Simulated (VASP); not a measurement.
# Y3Ge (I4/mmm) in VASP: single point with PBEsol

Aim: the single point of Y3Ge with PBEsol.

All numbers are computed with VASP 6.6.1; they aren't measurements. Logs are shortened: lines on timing, memory, paths and dates and some standing lists are left out, and cuts for length are marked.

**1. The cell of the first run**

Symmetry: I4/mmm, No. 139, tetragonal system. Conventional cell: a = 4.542 Å, b = 4.542 Å, c = 11.354 Å, α = 90.00°, β = 90.00°, γ = 90.00°. Y (site symmetry -4m2) has 8 Y at 3.21 to 3.64 Å and 4 Ge at 3.64 Å within 4.2 Å. Y (site symmetry 4/mmm) has 4 Ge at 3.21 Å and 8 Y at 3.64 Å within 4.2 Å. Within 4.2 Å of Ge (site symmetry 4/mmm) lie 12 Y at 3.21 to 3.64 Å.

**2. Single point, PBEsol (strained)**

Contents of INCAR:

```
SYSTEM = Y3Ge
PREC = Accurate
ENCUT = 520
EDIFF = 1E-6
ISMEAR = 0
SIGMA = 0.1
LREAL = .False.
LASPH = .True.
NELM = 100
ALGO = Normal
ISIF = 2
LWAVE = .False.
LCHARG = .False.
GGA = PS
NBANDS = 32
```

Contents of KPOINTS:

```
Automatic mesh
0
Gamma
  14 14 14
  0 0 0
```

Contents of POSCAR:

```
Y3Ge
1.0
   -2.2707629838      2.2707629838      5.6770687374
    2.2707629838     -2.2707629838      5.6770687374
    2.2707629838      2.2707629838     -5.6770687374
Y Ge
3 1
Direct
    0.7500000000      0.2500000000      0.5000000000
    0.2500000000      0.7500000000      0.5000000000
    0.5000000000      0.5000000000      0.0000000000
    0.0000000000      0.0000000000      0.0000000000
```

Potentials or basis: VASP PAW PBE potentials, release 64 (Y_sv, Ge_d).

Launch:

```
$ cat potpaw_PBE.64/Y_sv/POTCAR potpaw_PBE.64/Ge_d/POTCAR > POTCAR
$ mpirun -np 1 vasp_std > vasp.out
```

OUTCAR:

```text
SYSTEM = Y3Ge
   PREC = Accurate
   ENCUT = 520
   EDIFF = 1E-6
   ISMEAR = 0
   LREAL = .False.
   LASPH = .True.
   NELM = 100
   ISIF = 2
   GGA = PS

 ion  position               nearest neighbor table
   1  0.750  0.250  0.500-   2 3.21   2 3.21   2 3.21   2 3.21   4 3.64   3 3.64   4 3.64   4 3.64
                             3 3.64   3 3.64   4 3.64   3 3.64
   2  0.250  0.750  0.500-   1 3.21   1 3.21   1 3.21   1 3.21   4 3.64   3 3.64   4 3.64   3 3.64
                             4 3.64   4 3.64   3 3.64   3 3.64
   3  0.500  0.500  0.000-   4 3.21   4 3.21   4 3.21   4 3.21   2 3.64   1 3.64   2 3.64   1 3.64
                             2 3.64   2 3.64   1 3.64   1 3.64
   4  0.000  0.000  0.000-   3 3.21   3 3.21   3 3.21   3 3.21   2 3.64   1 3.64   2 3.64   2 3.64
                             1 3.64   1 3.64   2 3.64   1 3.64

  LATTYP: Found a body centered tetragonal cell.
 ALAT       =     4.5415259676
 C/A-ratio  =     2.5000710237

  Lattice vectors:

 A1 = (  -2.2707629838,   2.2707629838,   5.6770687374)
 A2 = (   2.2707629838,  -2.2707629838,   5.6770687374)
 A3 = (   2.2707629838,   2.2707629838,  -5.6770687374)

Analysis of symmetry for initial positions (statically):
=====================================================================
 Subroutine PRICEL returns:
 Original cell was already a primitive cell.

 Routine SETGRP: Setting up the symmetry group for a
 body centered tetragonal supercell.

 Subroutine GETGRP returns: Found 16 space group operations
 (whereof 16 operations were pure point group operations)
 out of a pool of 16 trial point group operations.

The static configuration has the point symmetry D_4h.

Analysis of symmetry for dynamics (positions and initial velocities):
=====================================================================
 Subroutine PRICEL returns:
 Original cell was already a primitive cell.

 Routine SETGRP: Setting up the symmetry group for a
 body centered tetragonal supercell.

 Subroutine GETGRP returns: Found 16 space group operations
 (whereof 16 operations were pure point group operations)
 out of a pool of 16 trial point group operations.

The dynamic configuration has the point symmetry D_4h.

 Subroutine INISYM returns: Found 16 space group operations
 (whereof 16 operations are pure point group operations),
 and found     1 'primitive' translations

----------------------------------------------------------------------------------------

                                     Primitive cell

  volume of cell :     117.0921

  direct lattice vectors                    reciprocal lattice vectors
    -2.270762984  2.270762984  5.677068737     0.000000000  0.220190308  0.088073621
     2.270762984 -2.270762984  5.677068737     0.220190308  0.000000000  0.088073621
     2.270762984  2.270762984 -5.677068737     0.220190308  0.220190308  0.000000000

  length of vectors
     6.522410483  6.522410483  6.522410483     0.237151290  0.237151290  0.311396119

  position of ions in fractional coordinates (direct lattice)
     0.750000000  0.250000000  0.500000000
     0.250000000  0.750000000  0.500000000
     0.500000000  0.500000000  0.000000000
     0.000000000  0.000000000  0.000000000

  ion indices of the primitive-cell ions
   primitive index   ion index
                 1           1
                 2           2
                 3           3
                 4           4

----------------------------------------------------------------------------------------

 KPOINTS: Automatic mesh

Automatic generation of k-mesh.
 Grid dimensions read from file:
 generate k-points for:   14   14   14

 Generating k-lattice:

  Cartesian coordinates                     Fractional coordinates (reciprocal lattice)
     0.000000000  0.015727879  0.006290973     0.071428571  0.000000000 -0.000000000
     0.015727879  0.000000000  0.006290973     0.000000000  0.071428571 -0.000000000
     0.015727879  0.015727879  0.000000000     0.000000000  0.000000000  0.071428571

  Length of vectors
     0.016939378  0.016939378  0.022242580

  Shift w.r.t. Gamma in fractional coordinates (k-lattice)
     0.000000000  0.000000000  0.000000000

 Subroutine IBZKPT returns following result:
 ===========================================

 Found    244 irreducible k-points:

 Following reciprocal coordinates:
            Coordinates               Weight
  0.000000  0.000000  0.000000      1.000000
  0.071429  0.000000 -0.000000      8.000000
  0.142857  0.000000  0.000000      8.000000
  0.214286  0.000000 -0.000000      8.000000
  0.285714  0.000000 -0.000000      8.000000
  0.357143  0.000000 -0.000000      8.000000
[... 16 lines left out ...]
  0.214286  0.142857 -0.000000     16.000000
  0.285714  0.142857 -0.000000     16.000000
 [... further k-points ...]
   k-points           NKPTS =    244   k-points in BZ     NKDIM =    244   number of bands    NBANDS=     32
   number of dos      NEDOS =    301   number of ions     NIONS =      4
   total plane-waves  NPLWV = 125000
   dimension x,y,z NGX =    50 NGY =   50 NGZ =   50
   dimension x,y,z NGXF=   100 NGYF=  100 NGZF=  100
   ions per type =               3   1
   NGX,Y,Z   is equivalent  to a cutoff of  12.74, 12.74, 12.74 a.u.
   NGXF,Y,Z  is equivalent  to a cutoff of  25.49, 25.49, 25.49 a.u.
 SYSTEM =  Y3Ge
   PREC   = accura    normal or accurate (medium, high low for compatibility)
   ISTART =      0    job   : 0-new  1-cont  2-samecut
   ICHARG =      2    charge: 1-file 2-atom 10-const
   ISPIN  =      1    spin polarized calculation?
   LNONCOLLINEAR =      F non collinear calculations
   LSORBIT =      F    spin-orbit coupling
   LASPH  =      T    aspherical Exc in radial PAW
   ENCUT  =  520.0 eV  38.22 Ry    6.18 a.u.  12.13 12.13 12.13*2*pi/ulx,y,z
   NELM   =    100;   NELMIN=  2; NELMDL= -5     # of ELM steps
   EDIFF  = 0.1E-05   stopping-criterion for ELM
   LREAL  =      F    real-space projection
   EDIFFG = 0.1E-04   stopping-criterion for IOM
   NSW    =      0    number of steps for IOM
   IBRION =     -1    ionic relax: 0-MD 1-quasi-New 2-CG
   NFREE  =      0    steps in history (QN), initial steepest desc. (CG)
   ISIF   =      2    stress and relaxation
   ISYM   =      2    0-nonsym 1-usesym 2-fastsym
   POTIM  = 0.5000    time-step for ionic-motion
   TEBEG  =    0.0;   TEEND  =   0.0 temperature during run
   PSTRESS=    0.0 pullay stress
   NELECT =      47.0000    total number of electrons
   NUPDOWN=      -1.0000    fix difference up-down
   EMIN   =  10.00;   EMAX   =-10.00  energy-range for DOS
   EFERMI =   0.00;   METHOD = LEGACY
   ISMEAR =     0;   SIGMA  =   0.10  broadening in eV -4-tet -1-fermi 0-gaus
   EFERMI_NEDOS =   21; number of points for ismear=-14 and -15
   IALGO  =     38    algorithm
   IMIX   =      4    mixing-type and parameters
     AMIX     =   0.40;   BMIX     =  1.00
     AMIX_MAG =   1.60;   BMIX_MAG =  1.00
  volume/ion in A,a.u.               =      29.27       197.54
  Fermi-wavevector in a.u.,A,eV,Ry     =   1.207623  2.282077 19.842116  1.458354
  Thomas-Fermi vector in A             =   2.343256
   LORBIT       =      0    0 simple, 1 ext, 2 COOP (PROOUT), +10 PAW based schemes
   GGA     = PS    functional components
   LHFCALC =     F    Hartree Fock is set to
   AEXX    =    0.0000 exact exchange contribution
   IVDW    =     0    specifies the selected vdW correction
   LEPSILON=     F    determine dielectric tensor
   LRPA    =     F    only Hartree local field effects (RPA)
 non-spin polarized calculation
 Gauss-broadening in eV      SIGMA  =   0.10
  energy-cutoff  :      520.00
  volume of cell :      117.09
 maximum number of plane-waves:      3180
 NGX is ok and might be reduce to    50
   NGX = 25   NGY = 25   NGZ = 25

 number of electron      47.0000002 magnetization

 Free energy of the ion-electron system (eV)
  ---------------------------------------------------
  ext. energy  EPLUGINS =         0.00000000
  ---------------------------------------------------
  free energy    TOTEN  =       -26.32998143 eV

  energy without entropy =      -26.30924710  energy(sigma->0) =      -26.31961426

 E-fermi :   3.4795     XC(G=0):  -9.8380

 val. band max:        3.4772710488   @ k =   0.2143   0.2143   0.2143
 cond. band min:       3.4803179912   @ k =  -0.4286   0.4286   0.0714
 fundamental gap:      0.0030469425
 Fermi energy:         3.4795018197

 k-point     1 :       0.0000    0.0000    0.0000
  band No.  band energies     occupation
      1     -39.3366      2.00000
      2     -39.2838      2.00000
      3     -39.1458      2.00000
      4     -20.4562      2.00000
      5     -20.4423      2.00000
      6     -20.4423      2.00000
[... 24 lines left out ...]
     31       6.3064      0.00000
     32       6.3064      0.00000

 k-point     2 :       0.0714    0.0000   -0.0000
  band No.  band energies     occupation
      1     -39.3353      2.00000
      2     -39.2830      2.00000
      3     -39.1477      2.00000
      4     -20.4564      2.00000
      5     -20.4424      2.00000
      6     -20.4423      2.00000
[... 24 lines left out ...]
     31       6.2109      0.00000
     32       6.5712      0.00000

 k-point     3 :       0.1429    0.0000    0.0000
  band No.  band energies     occupation
      1     -39.3320      2.00000
      2     -39.2804      2.00000
      3     -39.1536      2.00000
      4     -20.4569      2.00000
      5     -20.4426      2.00000
      6     -20.4422      2.00000
[... 24 lines left out ...]
     31       6.4545      0.00000
     32       6.9592      0.00000

 k-point     4 :       0.2143    0.0000   -0.0000
  band No.  band energies     occupation
      1     -39.3274      2.00000
      2     -39.2753      2.00000
      3     -39.1630      2.00000
      4     -20.4576      2.00000
      5     -20.4428      2.00000
      6     -20.4421      2.00000
[... 654 lines left out ...]
     31       6.4119      0.00000
     32       6.9037      0.00000

 k-point    23 :       0.2143    0.1429   -0.0000
  band No.  band energies     occupation
      1     -39.3235      2.00000
      2     -39.2728      2.00000
      3     -39.1690      2.00000
      4     -20.4578      2.00000
      5     -20.4427      2.00000
      6     -20.4421      2.00000
[... 24 lines left out ...]
     31       6.5944      0.00000
     32       7.0653      0.00000

 k-point    24 :       0.2857    0.1429   -0.0000
  band No.  band energies     occupation
      1     -39.3202      2.00000
      2     -39.2646      2.00000
      3     -39.1802      2.00000
      4     -20.4583      2.00000
      5     -20.4429      2.00000
      6     -20.4421      2.00000
[... 24 lines left out ...]
     31       6.3902      0.00000
     32       7.1617      0.00000

 [... further k-points ...]

------------------------ aborting loop because EDIFF is reached ----------------------------------------

  FORCE on cell =-STRESS in cart. coord.  units (eV):
  Direction    XX          YY          ZZ          XY          YZ          ZX
  --------------------------------------------------------------------------------------
  -------------------------------------------------------------------------------------
  Total       -3.1874290     -3.1874290     -6.3321218      0.0000000      0.0000000      0.0000000
  in kB      -43.6137419    -43.6137419    -86.6427211      0.0000000      0.0000000      0.0000000
  external PRESSURE =     -57.9567349 kB  Pullay stress =       0.0000000 kB

 VOLUME and BASIS-vectors are now :
 -----------------------------------------------------------------------------
  energy-cutoff  :      520.00
  volume of cell :      117.09
      direct lattice vectors                 reciprocal lattice vectors
    -2.270762984  2.270762984  5.677068737     0.000000000  0.220190308  0.088073621
     2.270762984 -2.270762984  5.677068737     0.220190308  0.000000000  0.088073621
     2.270762984  2.270762984 -5.677068737     0.220190308  0.220190308  0.000000000

 POSITION                                       TOTAL-FORCE (eV/Angst)
 -----------------------------------------------------------------------------------
      0.00000      2.27076      2.83853         0.000000      0.000000     -0.000000
      2.27076      0.00000      2.83853        -0.000000     -0.000000      0.000000
      0.00000      0.00000      5.67707         0.000000     -0.000000      0.000000
      0.00000      0.00000      0.00000         0.000000     -0.000000      0.000000
 -----------------------------------------------------------------------------------
    total drift:                               -0.000000      0.000000     -0.000000

  FREE ENERGIE OF THE ION-ELECTRON SYSTEM (eV)
  ---------------------------------------------------
  free  energy   TOTEN  =       -26.3299814260 eV

  energy  without entropy=      -26.3092470993  energy(sigma->0) =      -26.31961426
```

Run time: 21 min. Hardware: 1 thread of AMD EPYC 9R14 (Zen 4), shared host; peak memory 0.95 GiB.

Results:

- Free energy: -26.3300 eV
- Pressure: -5.8 GPa

Caveat: the cell differs from its parent crystal (strained); the PAW data sets were made with another functional, which shifts forces and pressure a little.
